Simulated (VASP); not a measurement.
# HoAuF4 (P2_1/m) in VASP: further runs

Runs on HoAuF4. Level: PBE. Tasks: single point.

All numbers are computed with VASP 6.6.1; they aren't measurements. Logs are shortened: lines on timing, memory, paths and dates and some standing lists are left out, and cuts for length are marked.

## 1. The cell of the first run

Symmetry: P2_1/m, No. 11, monoclinic system. The conventional cell has a = 6.815 Å, b = 3.929 Å, c = 8.310 Å, α = 90.00°, β = 92.07°, γ = 90.00°. Within 2.8 Å of Ho (site symmetry m) lie 8 F at 2.14 to 2.43 Å. Within 2.7 Å of Au (site symmetry m) lie 2 F at 2.04 Å. F (site symmetry m) has 3 Ho at 2.23 to 2.41 Å and 9 F at 2.44 to 3.17 Å within 3.2 Å. Within 3.0 Å of F (site symmetry m) lie 3 Ho at 2.23 to 2.43 Å and 6 F at 2.47 to 2.97 Å. F (site symmetry m) has 1 Au at 2.04 Å and 1 Ho at 2.17 Å and 4 F at 2.78 to 3.00 Å within 3.1 Å. Within 2.7 Å of F (site symmetry m) lie 1 Au at 2.04 Å and 1 Ho at 2.14 Å.

## 2. Single point, PBE

INCAR

```
PREC = Accurate
ENCUT = 600
EDIFF = 1E-6
ISMEAR = 0
SIGMA = 0.02
LREAL = F
LASPH = T
NELM = 200
ALGO = Normal
ISIF = 2
LWAVE = F
LCHARG = F
GGA = PE
NBANDS = 60
GGA_COMPAT = F
LMAXMIX = 6
```

KPOINTS

```
Automatic mesh
0
Gamma
  4 8 4
```

POSCAR

```
HoAuF4
1.0
    6.8154468133      0.0000000000     -0.0011488983
    0.0000000000      3.9294907976      0.0000000000
   -0.2985993568      0.0000000000      8.3044278232
Ho Au F
2 2 8
Direct
    0.2484278795      0.2500000000      0.9890743035
    0.7515721205      0.7500000000      0.0109256965
    0.3237114737      0.2500000000      0.4915497988
    0.6762885263      0.7500000000      0.5084502012
    0.3987982928      0.7500000000      0.0221575181
    0.9448759042      0.2500000000      0.0819752491
    0.6012017072      0.2500000000      0.9778424819
    0.0551240958      0.7500000000      0.9180247509
    0.3179358276      0.2500000000      0.2463427309
    0.7148760357      0.7500000000      0.2658215417
    0.2851239643      0.2500000000      0.7341784583
    0.6820641724      0.7500000000      0.7536572691
```

Potentials or basis: VASP PAW PBE potentials, release 64 (Ho_3, Au, F), 4f in core.

Launch:

```
$ cat potpaw_PBE.64/Ho_3/POTCAR potpaw_PBE.64/Au/POTCAR potpaw_PBE.64/F/POTCAR > POTCAR
$ mpirun -np 1 vasp_std > vasp.out
```

OUTCAR:

```text
PREC = Accurate
   ENCUT = 600
   EDIFF = 1E-6
   ISMEAR = 0
   LREAL = F
   LASPH = T
   NELM = 200
   ISIF = 2
   GGA = PE

 ion  position               nearest neighbor table
   1  0.248  0.250  0.989-  11 2.14   9 2.17   5 2.23   5 2.23   6 2.23   7 2.41   8 2.43   8 2.43

   2  0.752  0.750  0.011-  10 2.14  12 2.17   7 2.23   7 2.23   8 2.23   5 2.41   6 2.43   6 2.43

   3  0.324  0.250  0.492-   9 2.04  11 2.04   4 3.10   4 3.10
   4  0.676  0.750  0.508-  12 2.04  10 2.04   3 3.10   3 3.10
   5  0.399  0.750  0.022-   1 2.23   1 2.23   2 2.41
   6  0.945  0.250  0.082-   1 2.23   2 2.43   2 2.43
   7  0.601  0.250  0.978-   2 2.23   2 2.23   1 2.41
   8  0.055  0.750  0.918-   2 2.23   1 2.43   1 2.43
   9  0.318  0.250  0.246-   3 2.04   1 2.17
  10  0.715  0.750  0.266-   4 2.04   2 2.14
  11  0.285  0.250  0.734-   3 2.04   1 2.14
  12  0.682  0.750  0.754-   4 2.04   2 2.17

  LATTYP: Found a simple monoclinic cell.
 ALAT       =     6.8154469101
 B/A-ratio  =     0.5765565853
 C/A-ratio  =     1.2192589150
 COS(beta)  =    -0.0361018863

  Lattice vectors:

 A1 = (   6.8154468133,   0.0000000000,  -0.0011488983)
 A2 = (   0.0000000000,   3.9294907976,   0.0000000000)
 A3 = (  -0.2985993568,   0.0000000000,   8.3044278232)

Analysis of symmetry for initial positions (statically):
=====================================================================
 Subroutine PRICEL returns:
 Original cell was already a primitive cell.

 Routine SETGRP: Setting up the symmetry group for a
 simple monoclinic supercell.

 Subroutine GETGRP returns: Found  4 space group operations
 (whereof  2 operations were pure point group operations)
 out of a pool of  4 trial point group operations.

The static configuration has the point symmetry S_2 .
 The point group associated with its full space group is C_2h.

Analysis of symmetry for dynamics (positions and initial velocities):
=====================================================================
 Subroutine PRICEL returns:
 Original cell was already a primitive cell.

 Routine SETGRP: Setting up the symmetry group for a
 simple monoclinic supercell.

 Subroutine GETGRP returns: Found  4 space group operations
 (whereof  2 operations were pure point group operations)
[... 124 lines left out ...]
   LREAL  =      F    real-space projection
   EDIFFG = 0.1E-04   stopping-criterion for IOM
   NSW    =      0    number of steps for IOM
   IBRION =     -1    ionic relax: 0-MD 1-quasi-New 2-CG
   NFREE  =      0    steps in history (QN), initial steepest desc. (CG)
   ISIF   =      2    stress and relaxation
   ISYM   =      2    0-nonsym 1-usesym 2-fastsym
   POTIM  = 0.5000    time-step for ionic-motion
   TEBEG  =    0.0;   TEEND  =   0.0 temperature during run
   PSTRESS=    0.0 pullay stress
   NELECT =      96.0000    total number of electrons
   NUPDOWN=      -1.0000    fix difference up-down
   EMIN   =  10.00;   EMAX   =-10.00  energy-range for DOS
   EFERMI =   0.00;   METHOD = LEGACY
   ISMEAR =     0;   SIGMA  =   0.02  broadening in eV -4-tet -1-fermi 0-gaus
   EFERMI_NEDOS =   21; number of points for ismear=-14 and -15
   IALGO  =     38    algorithm
   IMIX   =      4    mixing-type and parameters
     AMIX     =   0.40;   BMIX     =  1.00
     AMIX_MAG =   1.60;   BMIX_MAG =  1.00
  volume/ion in A,a.u.               =      18.53       125.07
  Fermi-wavevector in a.u.,A,eV,Ry     =   1.237236  2.338038 20.827170  1.530754
  Thomas-Fermi vector in A             =   2.371812
   LORBIT       =      0    0 simple, 1 ext, 2 COOP (PROOUT), +10 PAW based schemes
   GGA     = PE    functional components
   LHFCALC =     F    Hartree Fock is set to
   AEXX    =    0.0000 exact exchange contribution
   IVDW    =     0    specifies the selected vdW correction
   LEPSILON=     F    determine dielectric tensor
   LRPA    =     F    only Hartree local field effects (RPA)
 non-spin polarized calculation
 Gauss-broadening in eV      SIGMA  =   0.02
  energy-cutoff  :      600.00
  volume of cell :      222.40
 maximum number of plane-waves:      7456
   NGX = 27   NGY = 15   NGZ = 33

 number of electron      95.9999989 magnetization

 Free energy of the ion-electron system (eV)
  ---------------------------------------------------
  ext. energy  EPLUGINS =         0.00000000
  ---------------------------------------------------
  free energy    TOTEN  =       -64.65352241 eV

  energy without entropy =      -64.65352241  energy(sigma->0) =      -64.65352241

 E-fermi :   0.2499     XC(G=0):  -8.5799

 val. band max:        0.1000140321   @ k =   0.0000   0.2500   0.5000
 cond. band min:       2.0801928881   @ k =   0.0000   0.0000   0.0000
 fundamental gap:      1.9801788561
 Fermi energy:         0.2498889231

 k-point     1 :       0.0000    0.0000    0.0000
  band No.  band energies     occupation
      1     -24.5082      2.00000
      2     -24.0773      2.00000
      3     -23.9615      2.00000
      4     -23.2141      2.00000
      5     -23.0897      2.00000
      6     -22.7024      2.00000
[... 1501 lines left out ...]
     59       7.1167      0.00000
     60       7.8813      0.00000

 [... further k-points ...]
[... 5 lines left out ...]
  --------------------------------------------------------------------------------------
  -------------------------------------------------------------------------------------
  Total        0.2850360      0.3453313      1.0542862      0.0000000      0.0000000     -0.1276110
  in kB        2.0533952      2.4877623      7.5950639      0.0000000      0.0000000     -0.9193081
  external PRESSURE =       4.0454071 kB  Pullay stress =       0.0000000 kB

 VOLUME and BASIS-vectors are now :
 -----------------------------------------------------------------------------
  energy-cutoff  :      600.00
  volume of cell :      222.40
      direct lattice vectors                 reciprocal lattice vectors
     6.815446813  0.000000000 -0.001148898     0.146726413  0.000000000  0.005275789
     0.000000000  3.929490798  0.000000000     0.000000000  0.254485899  0.000000000
    -0.298599357  0.000000000  8.304427823     0.000020299  0.000000000  0.120418418

 POSITION                                       TOTAL-FORCE (eV/Angst)
 -----------------------------------------------------------------------------------
      1.39781      0.98237      8.21341        -0.030089      0.000000     -0.030009
      5.11904      2.94712      0.08987         0.030089     -0.000000      0.030009
      2.05946      0.98237      4.08167         0.009295      0.000000      0.008439
      4.45739      2.94712      4.22161        -0.009295      0.000000     -0.008439
      2.71137      2.94712      0.18355         0.083522      0.000000      0.023944
      6.41527      0.98237      0.67967        -0.092686      0.000000      0.032514
      3.80548      0.98237      8.11973        -0.083522      0.000000     -0.023944
      0.10157      2.94712      7.62361         0.092686      0.000000     -0.032514
      2.09332      0.98237      2.04537         0.016635      0.000000      0.087901
      4.79283      2.94712      2.20667        -0.015686      0.000000      0.123791
      1.72402      0.98237      6.09660         0.015686     -0.000000     -0.123791
      4.42353      2.94712      6.25791        -0.016635     -0.000000     -0.087901
 -----------------------------------------------------------------------------------
    total drift:                                0.000000     -0.000000      0.000000

  FREE ENERGIE OF THE ION-ELECTRON SYSTEM (eV)
  ---------------------------------------------------
  free  energy   TOTEN  =       -64.6535224118 eV

  energy  without entropy=      -64.6535224118  energy(sigma->0) =      -64.65352241
```

OSZICAR:

```text
N       E                     dE             d eps       ncg     rms          rms(c)
DAV:   1     0.167724038795E+04    0.16772E+04   -0.44025E+04  6096   0.173E+03
DAV:   2     0.167671972179E+03   -0.15096E+04   -0.14615E+04  9180   0.597E+02
DAV:   3    -0.581594134434E+02   -0.22583E+03   -0.21792E+03 10396   0.241E+02
DAV:   4    -0.712642173310E+02   -0.13105E+02   -0.12949E+02  9712   0.618E+01
DAV:   5    -0.715484731236E+02   -0.28426E+00   -0.28259E+00  9704   0.133E+01    0.422E+01
DAV:   6    -0.647259747336E+02    0.68225E+01   -0.28265E+01  9208   0.283E+01    0.308E+01
DAV:   7    -0.646768827387E+02    0.49092E-01   -0.21883E+00  9032   0.906E+00    0.149E+01
DAV:   8    -0.646590604627E+02    0.17822E-01   -0.30945E-01  9464   0.415E+00    0.142E+00
DAV:   9    -0.646544985268E+02    0.45619E-02   -0.76115E-02  8616   0.175E+00    0.474E-01
DAV:  10    -0.646542738083E+02    0.22472E-03   -0.11981E-02  9672   0.718E-01    0.262E-01
DAV:  11    -0.646537665155E+02    0.50729E-03   -0.46830E-03 10136   0.613E-01    0.175E-01
DAV:  12    -0.646535781392E+02    0.18838E-03   -0.17624E-03  9232   0.349E-01    0.851E-02
DAV:  13    -0.646535133558E+02    0.64783E-04   -0.59754E-04  8992   0.151E-01    0.536E-02
DAV:  14    -0.646535235188E+02   -0.10163E-04   -0.10404E-04  9048   0.646E-02    0.247E-02
DAV:  15    -0.646535193184E+02    0.42004E-05   -0.30493E-05  9648   0.429E-02    0.724E-03
DAV:  16    -0.646535218045E+02   -0.24861E-05   -0.60774E-06  6792   0.156E-02    0.360E-03
DAV:  17    -0.646535224118E+02   -0.60722E-06   -0.40935E-07  4648   0.567E-03
   1 F= -.64653522E+02 E0= -.64653522E+02  d E =-.721015E-28
```

stdout:

```text
POSCAR found type information on POSCAR HoAuF
 POSCAR found :  3 types and      12 ions
 scaLAPACK will be used
 LDA part: xc-table for (Slater+PW92), standard interpolation
 POSCAR, INCAR and KPOINTS ok, starting setup
 FFT: planning ... GRIDC
 FFT: planning ... GRID_SOFT
 FFT: planning ... GRID
 WAVECAR not read
 entering main loop
```

It took 12 min on 1 thread of Intel Xeon 6975P-C (Granite Rapids), shared host; peak memory 0.78 GiB.

What came out:

| Property | Result |
| --- | --- |
| Free energy | -64.6535 eV |
| Pressure | 0.4 GPa |
| Largest force | 0.125 eV/Å |
| Band gap on the k mesh | 1.98 eV (least direct gap 2.22 eV) |

Forces in eV/Å, atoms in the order of the input:
```
Ho  -0.030  0.000 -0.030
Ho   0.030  0.000  0.030
Au   0.009  0.000  0.008
Au  -0.009  0.000 -0.008
F    0.084  0.000  0.024
F   -0.093  0.000  0.033
F   -0.084  0.000 -0.024
F    0.093  0.000 -0.033
F    0.017  0.000  0.088
F   -0.016  0.000  0.124
F    0.016  0.000 -0.124
F   -0.017  0.000 -0.088
```

Stress tensor (GPa, compression positive):
```
 0.21  0.00 -0.09
 0.00  0.25  0.00
-0.09  0.00  0.76
```

Caveat: spin-orbit coupling is left out, which moves the levels of the heavy elements; the 4f electrons are frozen in the core, so they carry no moment and show no levels. Spin polarisation is off, so any magnetic state and its effect on volume and gap are missing.

(Continued in part 2 of 2.)
